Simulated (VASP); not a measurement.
# Cr (Im-3m) in VASP: a series of runs

Runs on Cr. Level: PBE. Tasks: single point.

Program: VASP 6.6.1. These are calculated values, not measurements. Logs are shortened: lines on timing, memory, paths and dates and some standing lists are left out, and cuts for length are marked.

### 1 The cell of the first run

It takes space group Im-3m (No. 229, cubic). The conventional cell has a = 2.969 Å, b = 2.969 Å, c = 2.969 Å, α = 90.00°, β = 90.00°, γ = 90.00°. Within 3.4 Å of Cr (site symmetry m-3m) lie 14 Cr at 2.57 to 2.97 Å.

### 2 Single point, PBE

Input file INCAR:

```
ALGO = Normal
EDIFF = 1E-6
ENCUT = 520
GGA = PE
ISIF = 2
ISMEAR = -1
LASPH = T
LCHARG = F
LREAL = F
LWAVE = F
NBANDS = 19
NELM = 60
PREC = Accurate
SIGMA = 0.1
```

Input file KPOINTS:

```
k-points
0
Gamma
  11 11 11
```

Input file POSCAR:

```
Cr
1.0
    2.9688990000      0.0000000000      0.0000000000
    0.0000000000      2.9688990000      0.0000000000
    0.0000000000      0.0000000000      2.9688990000
Cr
2
Direct
    0.0000000000      0.0000000000      0.0000000000
    0.5000000000      0.5000000000      0.5000000000
```

Potentials or basis: VASP PAW PBE potentials, release 64 (Cr_pv).

Launch:

```bash
$ cat potpaw_PBE.64/Cr_pv/POTCAR > POTCAR
$ mpirun -np 1 vasp_std > vasp.out
```

OUTCAR:

```text
EDIFF = 1E-6
   ENCUT = 520
   GGA = PE
   ISIF = 2
   ISMEAR = -1
   LASPH = T
   LREAL = F
   NELM = 60
   PREC = Accurate

 ion  position               nearest neighbor table
   1  0.000  0.000  0.000-   2 2.57   2 2.57   2 2.57   2 2.57   2 2.57   2 2.57   2 2.57   2 2.57

   2  0.500  0.500  0.500-   1 2.57   1 2.57   1 2.57   1 2.57   1 2.57   1 2.57   1 2.57   1 2.57

  LATTYP: Found a simple cubic cell.
 ALAT       =     2.9688990000

  Lattice vectors:

 A1 = (   2.9688990000,   0.0000000000,   0.0000000000)
 A2 = (   0.0000000000,   2.9688990000,   0.0000000000)
 A3 = (   0.0000000000,   0.0000000000,   2.9688990000)

Analysis of symmetry for initial positions (statically):
=====================================================================
 Subroutine PRICEL returns following result:

  LATTYP: Found a body centered cubic cell.
 ALAT       =     2.9688990000

  Lattice vectors:

 A1 = (   1.4844495000,   1.4844495000,  -1.4844495000)
 A2 = (  -1.4844495000,   1.4844495000,   1.4844495000)
 A3 = (   1.4844495000,  -1.4844495000,   1.4844495000)

   2 primitive cells build up your supercell.

 Routine SETGRP: Setting up the symmetry group for a
 simple cubic supercell.

 Subroutine GETGRP returns: Found 48 space group operations
 (whereof 48 operations were pure point group operations)
 out of a pool of 48 trial point group operations.

The static configuration has the point symmetry O_h .

Analysis of symmetry for dynamics (positions and initial velocities):
=====================================================================
 Subroutine PRICEL returns following result:

  LATTYP: Found a body centered cubic cell.
 ALAT       =     2.9688990000

  Lattice vectors:

 A1 = (   1.4844495000,   1.4844495000,  -1.4844495000)
 A2 = (  -1.4844495000,   1.4844495000,   1.4844495000)
 A3 = (   1.4844495000,  -1.4844495000,   1.4844495000)

   2 primitive cells build up your supercell.

 Routine SETGRP: Setting up the symmetry group for a
 simple cubic supercell.

[... 85 lines left out ...]
   number of dos      NEDOS =    301   number of ions     NIONS =      2
   total plane-waves  NPLWV =  13824
   dimension x,y,z NGX =    24 NGY =   24 NGZ =   24
   dimension x,y,z NGXF=    48 NGYF=   48 NGZF=   48
   ions per type =               2
   NGX,Y,Z   is equivalent  to a cutoff of  13.44, 13.44, 13.44 a.u.
   NGXF,Y,Z  is equivalent  to a cutoff of  26.88, 26.88, 26.88 a.u.
 SYSTEM =  unknown system
   PREC   = accura    normal or accurate (medium, high low for compatibility)
   ISTART =      0    job   : 0-new  1-cont  2-samecut
   ICHARG =      2    charge: 1-file 2-atom 10-const
   ISPIN  =      1    spin polarized calculation?
   LNONCOLLINEAR =      F non collinear calculations
   LSORBIT =      F    spin-orbit coupling
   LASPH  =      T    aspherical Exc in radial PAW
   ENCUT  =  520.0 eV  38.22 Ry    6.18 a.u.   5.52  5.52  5.52*2*pi/ulx,y,z
   NELM   =     60;   NELMIN=  2; NELMDL= -5     # of ELM steps
   EDIFF  = 0.1E-05   stopping-criterion for ELM
   LREAL  =      F    real-space projection
   EDIFFG = 0.1E-04   stopping-criterion for IOM
   NSW    =      0    number of steps for IOM
   IBRION =     -1    ionic relax: 0-MD 1-quasi-New 2-CG
   NFREE  =      0    steps in history (QN), initial steepest desc. (CG)
   ISIF   =      2    stress and relaxation
   ISYM   =      2    0-nonsym 1-usesym 2-fastsym
   POTIM  = 0.5000    time-step for ionic-motion
   TEBEG  =    0.0;   TEEND  =   0.0 temperature during run
   PSTRESS=    0.0 pullay stress
   NELECT =      24.0000    total number of electrons
   NUPDOWN=      -1.0000    fix difference up-down
   EMIN   =  10.00;   EMAX   =-10.00  energy-range for DOS
   EFERMI =   0.00;   METHOD = LEGACY
   ISMEAR =    -1;   SIGMA  =   0.10  broadening in eV -4-tet -1-fermi 0-gaus
   EFERMI_NEDOS =   21; number of points for ismear=-14 and -15
   IALGO  =     38    algorithm
   IMIX   =      4    mixing-type and parameters
     AMIX     =   0.40;   BMIX     =  1.00
     AMIX_MAG =   1.60;   BMIX_MAG =  1.00
  volume/ion in A,a.u.               =      13.08        88.30
  Fermi-wavevector in a.u.,A,eV,Ry     =   1.590559  3.005721 34.421085  2.529878
  Thomas-Fermi vector in A             =   2.689235
   LORBIT       =      0    0 simple, 1 ext, 2 COOP (PROOUT), +10 PAW based schemes
   GGA     = PE    functional components
   LHFCALC =     F    Hartree Fock is set to
   AEXX    =    0.0000 exact exchange contribution
   IVDW    =     0    specifies the selected vdW correction
   LEPSILON=     F    determine dielectric tensor
   LRPA    =     F    only Hartree local field effects (RPA)
 non-spin polarized calculation
  energy-cutoff  :      520.00
  volume of cell :       26.17
 maximum number of plane-waves:       739
 NGX is ok and might be reduce to    24
   NGX = 11   NGY = 11   NGZ = 11

 number of electron      24.0000016 magnetization

 Free energy of the ion-electron system (eV)
  ---------------------------------------------------
  ext. energy  EPLUGINS =         0.00000000
  ---------------------------------------------------
  free energy    TOTEN  =       -18.78931769 eV

  energy without entropy =      -18.73305134  energy(sigma->0) =      -18.76118451

 E-fermi :   9.2756     XC(G=0): -12.9649

 val. band max:        9.2622395767   @ k =   0.1818   0.1818   0.0909
 cond. band min:       9.2961372014   @ k =   0.3636   0.0000   0.0000
 fundamental gap:      0.0338976247
 Fermi energy:         9.2755554921

 k-point     1 :       0.0000    0.0000    0.0000
  band No.  band energies     occupation
      1     -34.0106      2.00000
      2     -34.0105      2.00000
      3     -34.0105      2.00000
      4     -33.5818      2.00000
      5     -33.5818      2.00000
      6     -33.5818      2.00000
[... 505 lines left out ...]
      6     -33.6149      2.00000
[... 11 lines left out ...]
     18      14.8297      0.00000
     19      16.3453      0.00000

 [... further k-points ...]
[... 5 lines left out ...]
  --------------------------------------------------------------------------------------
  -------------------------------------------------------------------------------------
  Total       -4.0511378     -4.0511378     -4.0511378     -0.0000000      0.0000000     -0.0000000
  in kB     -248.0283533   -248.0283533   -248.0283533     -0.0000000      0.0000000     -0.0000000
  external PRESSURE =    -248.0283533 kB  Pullay stress =       0.0000000 kB

 VOLUME and BASIS-vectors are now :
 -----------------------------------------------------------------------------
  energy-cutoff  :      520.00
  volume of cell :       26.17
      direct lattice vectors                 reciprocal lattice vectors
     2.968899000  0.000000000  0.000000000     0.336825200  0.000000000  0.000000000
     0.000000000  2.968899000  0.000000000     0.000000000  0.336825200  0.000000000
     0.000000000  0.000000000  2.968899000     0.000000000  0.000000000  0.336825200

 POSITION                                       TOTAL-FORCE (eV/Angst)
 -----------------------------------------------------------------------------------
      0.00000      0.00000      0.00000        -0.000000     -0.000000     -0.000000
      1.48445      1.48445      1.48445         0.000000      0.000000      0.000000
 -----------------------------------------------------------------------------------
    total drift:                                0.000000      0.000000     -0.000000

  FREE ENERGIE OF THE ION-ELECTRON SYSTEM (eV)
  ---------------------------------------------------
  free  energy   TOTEN  =       -18.7893176871 eV

  energy  without entropy=      -18.7330513398  energy(sigma->0) =      -18.76118451
```

stdout:

```text
POSCAR found type information on POSCAR Cr
 POSCAR found :  1 types and       2 ions
 scaLAPACK will be used
 LDA part: xc-table for (Slater+PW92), standard interpolation
 POSCAR, INCAR and KPOINTS ok, starting setup
 FFT: planning ... GRIDC
 FFT: planning ... GRID_SOFT
 FFT: planning ... GRID
 WAVECAR not read
 entering main loop
```

It took 18 s on 1 thread of Intel Xeon 6975P-C, shared host; peak memory 0.15 GiB.

What came out:

```
Free energy            : -18.7893 eV
Pressure               : -24.8 GPa
Band gap on the k mesh : zero (band 12 reaches 9.88 eV, above the bottom of band 13 at 9.08 eV)
```

Levels at points of the mesh, in eV from the Fermi level:
```csv
k point,band 10,band 11,band 12,band 13,band 14,band 15
"(0.00, 0.00, 0.00)",-0.75,-0.75,-0.75,1.00,1.00,2.06
```

Caveat: the run has no spin polarisation, though such a crystal can be magnetic.

### 3 Single point, PBE, collinear spin, ferromagnetic start

Input file INCAR:

```
ALGO = Normal
EDIFF = 1E-6
ENCUT = 520
GGA = PE
ISIF = 2
ISMEAR = -1
ISPIN = 2
LASPH = True
LCHARG = True
LELF = True
LMAXMIX = 4
LORBIT = 11
LREAL = False
LVHAR = True
LWAVE = False
MAGMOM = 3 3
NBANDS = 23
NELM = 150
PREC = Accurate
SIGMA = 0.1
```

KPOINTS is that of step 2.

POSCAR is that of step 2.

Potentials or basis: VASP PAW PBE potentials, release 64 (Cr_pv).

Launch:

```bash
$ cat potpaw_PBE.64/Cr_pv/POTCAR > POTCAR
$ mpirun -np 1 vasp_std > vasp.out
```

OUTCAR:

```text
EDIFF = 1E-6
   ENCUT = 520
   GGA = PE
   ISIF = 2
   ISMEAR = -1
   ISPIN = 2
   LASPH = True
   LORBIT = 11
   LREAL = False
   NELM = 150
   PREC = Accurate

 ion  position               nearest neighbor table
   1  0.000  0.000  0.000-   2 2.57   2 2.57   2 2.57   2 2.57   2 2.57   2 2.57   2 2.57   2 2.57

   2  0.500  0.500  0.500-   1 2.57   1 2.57   1 2.57   1 2.57   1 2.57   1 2.57   1 2.57   1 2.57

  LATTYP: Found a simple cubic cell.
 ALAT       =     2.9688990000

  Lattice vectors:

 A1 = (   2.9688990000,   0.0000000000,   0.0000000000)
 A2 = (   0.0000000000,   2.9688990000,   0.0000000000)
 A3 = (   0.0000000000,   0.0000000000,   2.9688990000)

Analysis of symmetry for initial positions (statically):
=====================================================================
 Subroutine PRICEL returns following result:

  LATTYP: Found a body centered cubic cell.
 ALAT       =     2.9688990000
[... 12 lines left out ...]
 Subroutine GETGRP returns: Found 48 space group operations
 (whereof 48 operations were pure point group operations)
 out of a pool of 48 trial point group operations.

The static configuration has the point symmetry O_h .

Analysis of symmetry for dynamics (positions and initial velocities):
=====================================================================
 Subroutine PRICEL returns following result:

  LATTYP: Found a body centered cubic cell.
 ALAT       =     2.9688990000
[... 12 lines left out ...]
 Subroutine GETGRP returns: Found 48 space group operations
 (whereof 48 operations were pure point group operations)
 out of a pool of 48 trial point group operations.

The dynamic configuration has the point symmetry O_h .

Analysis of structural, dynamic, and magnetic symmetry:
=====================================================================
 Subroutine PRICEL returns following result:

  LATTYP: Found a body centered cubic cell.
 ALAT       =     2.9688990000
[... 12 lines left out ...]
 Subroutine GETGRP returns: Found 48 space group operations
 (whereof 48 operations were pure point group operations)
 out of a pool of 48 trial point group operations.

The overall configuration has the point symmetry O_h .

 Subroutine INISYM returns: Found 48 space group operations
 (whereof 48 operations are pure point group operations),
 and found     2 'primitive' translations

----------------------------------------------------------------------------------------

                                     Primitive cell

  volume of cell :      13.0845

  direct lattice vectors                    reciprocal lattice vectors
     1.484449500  1.484449500 -1.484449500     0.336825200  0.336825200  0.000000000
    -1.484449500  1.484449500  1.484449500    -0.000000000  0.336825200  0.336825200
     1.484449500 -1.484449500  1.484449500     0.336825200  0.000000000  0.336825200

  length of vectors
     2.571141955  2.571141955  2.571141955     0.476342766  0.476342766  0.476342766

  position of ions in fractional coordinates (direct lattice)
     0.000000000  0.000000000  0.000000000

  ion indices of the primitive-cell ions
   primitive index   ion index
                 1           1

----------------------------------------------------------------------------------------

 KPOINTS: k-points
[... 57 lines left out ...]
   NGXF,Y,Z  is equivalent  to a cutoff of  26.88, 26.88, 26.88 a.u.
 SYSTEM =  unknown system
   PREC   = accura    normal or accurate (medium, high low for compatibility)
   ISTART =      0    job   : 0-new  1-cont  2-samecut
   ICHARG =      2    charge: 1-file 2-atom 10-const
   ISPIN  =      2    spin polarized calculation?
   LNONCOLLINEAR =      F non collinear calculations
   LSORBIT =      F    spin-orbit coupling
   LASPH  =      T    aspherical Exc in radial PAW
   ENCUT  =  520.0 eV  38.22 Ry    6.18 a.u.   5.52  5.52  5.52*2*pi/ulx,y,z
   NELM   =    150;   NELMIN=  2; NELMDL= -5     # of ELM steps
   EDIFF  = 0.1E-05   stopping-criterion for ELM
   LREAL  =      F    real-space projection
   EDIFFG = 0.1E-04   stopping-criterion for IOM
   NSW    =      0    number of steps for IOM
   IBRION =     -1    ionic relax: 0-MD 1-quasi-New 2-CG
   NFREE  =      0    steps in history (QN), initial steepest desc. (CG)
   ISIF   =      2    stress and relaxation
   ISYM   =      2    0-nonsym 1-usesym 2-fastsym
   POTIM  = 0.5000    time-step for ionic-motion
   TEBEG  =    0.0;   TEEND  =   0.0 temperature during run
   PSTRESS=    0.0 pullay stress
   NELECT =      24.0000    total number of electrons
   NUPDOWN=      -1.0000    fix difference up-down
   EMIN   =  10.00;   EMAX   =-10.00  energy-range for DOS
   EFERMI =   0.00;   METHOD = LEGACY
   ISMEAR =    -1;   SIGMA  =   0.10  broadening in eV -4-tet -1-fermi 0-gaus
   EFERMI_NEDOS =   21; number of points for ismear=-14 and -15
   IALGO  =     38    algorithm
   IMIX   =      4    mixing-type and parameters
     AMIX     =   0.40;   BMIX     =  1.00
     AMIX_MAG =   1.60;   BMIX_MAG =  1.00
  volume/ion in A,a.u.               =      13.08        88.30
  Fermi-wavevector in a.u.,A,eV,Ry     =   1.590559  3.005721 34.421085  2.529878
  Thomas-Fermi vector in A             =   2.689235
   LORBIT       =     11    0 simple, 1 ext, 2 COOP (PROOUT), +10 PAW based schemes
   GGA     = PE    functional components
   LHFCALC =     F    Hartree Fock is set to
   AEXX    =    0.0000 exact exchange contribution
   IVDW    =     0    specifies the selected vdW correction
   LEPSILON=     F    determine dielectric tensor
   LRPA    =     F    only Hartree local field effects (RPA)
 spin polarized calculation
  energy-cutoff  :      520.00
  volume of cell :       26.17
 maximum number of plane-waves:       739
 NGX is ok and might be reduce to    24
   NGX = 11   NGY = 11   NGZ = 11

 number of electron      24.0000016 magnetization       0.0001638

 number of electron      24.0000016 magnetization      -0.0000149

 Free energy of the ion-electron system (eV)
  ---------------------------------------------------
  ext. energy  EPLUGINS =         0.00000000
  ---------------------------------------------------
  free energy    TOTEN  =       -18.78931805 eV

  energy without entropy =      -18.73305142  energy(sigma->0) =      -18.76118473

 E-fermi :   9.2755     XC(G=0): -12.9649

 val. band max:        9.2622286987   @ k =   0.1818   0.1818   0.0909
 cond. band min:       9.2961232720   @ k =   0.3636   0.0000   0.0000
 fundamental gap:      0.0338945733
 Fermi energy:         9.2755430932

 spin component 1

 k-point     1 :       0.0000    0.0000    0.0000
  band No.  band energies     occupation
      1     -34.0106      1.00000
      2     -34.0106      1.00000
      3     -34.0106      1.00000
      4     -33.5818      1.00000
      5     -33.5818      1.00000
      6     -33.5818      1.00000
[... 613 lines left out ...]
     22      20.7897      0.00000
     23      26.4863      0.00000

 [... further k-points ...]

 spin component 2

 k-point     1 :       0.0000    0.0000    0.0000
  band No.  band energies     occupation
      1     -34.0106      1.00000
      2     -34.0106      1.00000
      3     -34.0106      1.00000
      4     -33.5819      1.00000
      5     -33.5819      1.00000
      6     -33.5819      1.00000
[... 613 lines left out ...]
     22      20.7897      0.00000
     23      26.4863      0.00000

 [... further k-points ...]
[... 5 lines left out ...]
  --------------------------------------------------------------------------------------
  -------------------------------------------------------------------------------------
  Total       -4.0499570     -4.0499570     -4.0499570     -0.0000000      0.0000000      0.0000000
  in kB     -247.9560560   -247.9560560   -247.9560560     -0.0000000      0.0000000      0.0000000
  external PRESSURE =    -247.9560560 kB  Pullay stress =       0.0000000 kB

 VOLUME and BASIS-vectors are now :
 -----------------------------------------------------------------------------
  energy-cutoff  :      520.00
  volume of cell :       26.17
      direct lattice vectors                 reciprocal lattice vectors
     2.968899000  0.000000000  0.000000000     0.336825200  0.000000000  0.000000000
     0.000000000  2.968899000  0.000000000     0.000000000  0.336825200  0.000000000
     0.000000000  0.000000000  2.968899000     0.000000000  0.000000000  0.336825200

 POSITION                                       TOTAL-FORCE (eV/Angst)
 -----------------------------------------------------------------------------------
      0.00000      0.00000      0.00000        -0.000000     -0.000000     -0.000000
      1.48445      1.48445      1.48445         0.000000      0.000000      0.000000
 -----------------------------------------------------------------------------------
    total drift:                                0.000000      0.000000     -0.000000

  FREE ENERGIE OF THE ION-ELECTRON SYSTEM (eV)
  ---------------------------------------------------
  free  energy   TOTEN  =       -18.7893180491 eV

  energy  without entropy=      -18.7330514188  energy(sigma->0) =      -18.76118473

 total charge

# of ion       s       p       d       tot
------------------------------------------
    1        0.397   6.330   4.086  10.814
    2        0.397   6.330   4.086  10.814
--------------------------------------------------
tot          0.794  12.661   8.173  21.627

 magnetization (x)

# of ion       s       p       d       tot
------------------------------------------
    1       -0.000  -0.000  -0.000  -0.000
    2       -0.000  -0.000  -0.000  -0.000
--------------------------------------------------
tot         -0.000  -0.000  -0.000  -0.000
```

Wall time 48 s (1 thread of Intel Xeon 6975P-C, shared host); peak memory 0.17 GiB.

What came out:

```
Free energy                                           : -18.7893 eV
Pressure                                              : -24.8 GPa
Band gap on the k mesh                                : zero (filled and empty bands overlap)
Net moment                                            : 0.00 μB per cell
Valence electrons inside the program's atomic spheres : Cr 10.81
```

Caveat: the starting moments collapsed, and a magnetic state may lie lower.

(Continued in part 2 of 2.)
